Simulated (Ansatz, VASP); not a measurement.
## PdWSe3: VASP beside Ansatz

```xyz
5
Lattice="4.9197 0.0000 0.0000 0.0000 4.9197 0.0000 0.0000 0.0000 4.9197" Properties=species:S:1:pos:R:3 pbc="T T T"
Pd    2.4599    2.4599    2.4599
W     0.0000    0.0000    0.0000
Se    2.4599    0.0000    0.0000
Se    0.0000    2.4599    0.0000
Se    0.0000    0.0000    2.4599
```

Change from the starting cell: species swapped into the DyRu3C type (Pm-3m, No. 221).

Alike in both runs: task single point; functional PBE; k mesh 4 × 4 × 4; occupations gaussian, width 0.1 eV; collinear spin.

|  | VASP | Ansatz |
| --- | --- | --- |
| version | VASP 6.6.1 | Ansatz 0.2.0 |
| potentials or method | VASP PAW PBE potentials, release 64 (Pd, W_sv, Se), cutoff 520 eV | scalar-relativistic, plane waves, PAW |
| valence electrons in the cell | 42 | 80 |

```csv
,VASP,Ansatz,Ansatz less VASP
gap on the k mesh at the Fermi level (eV),none,none,-
pressure (GPa),-0.3,-0.4,-0.11
net moment per atom (μB),0.00,0.00,0.000
```

A gap of «none» marks a metal or a gap that the smearing closes. VASP's potentials hold 42 valence electrons a cell and Ansatz's 80, so a difference there can come from the potentials and not from the codes. Ansatz's warnings: seeded moment not kept.

Spin-orbit coupling is off throughout.
